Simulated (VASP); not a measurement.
A run of VASP 6.6.1 is set up as follows.

File INCAR:

```
ALGO     = Normal         # electronic algorithm
EDIFF    = 1E-6           # SCF threshold, eV
ENCUT    = 520            # plane-wave cutoff, eV
GGA      = CA             # functional
ISIF     = 2              # what is computed and relaxed
ISMEAR   = 0              # smearing method
LASPH    = T              # aspherical terms in the spheres
LCHARG   = F              # write CHGCAR
LREAL    = F              # projectors in reciprocal space
LWAVE    = F              # write WAVECAR
NBANDS   = 25             # bands
NELM     = 100            # most SCF steps
PREC     = Accurate       # precision mode
SIGMA    = 0.05           # smearing width, eV
```

KPOINTS

```
k-points
0
Gamma
  6 6 8
```

The input POSCAR:

```
SiO2
1.0
    4.0554000000      0.0000000000      0.0000000000
    0.0000000000      4.0554000000      0.0000000000
    0.0000000000      0.0000000000      2.7891000000
Si O
2 4
Direct
    0.5000000000      0.5000000000      0.5000000000
    0.0000000000      0.0000000000      0.0000000000
    0.6944252994      0.6944252994      0.0000000000
    0.1944252994      0.8055747006      0.5000000000
    0.3055747006      0.3055747006      0.0000000000
    0.8055747006      0.1944252994      0.5000000000
```

Potentials or basis: VASP PAW LDA potentials, release 64 (Si, O).

The run is started by

```bash
$ cat potpaw_LDA.64/Si/POTCAR potpaw_LDA.64/O/POTCAR > POTCAR
$ mpirun -np 1 vasp_std > vasp.out
```

(1) Predict the band gap on the k mesh.

(2) Predict the pressure.

(3) What does it give for the largest force?

Answers

(1) 5.49 eV, direct.

(2) -0.4 GPa.

(3) 0.369 eV/Å.
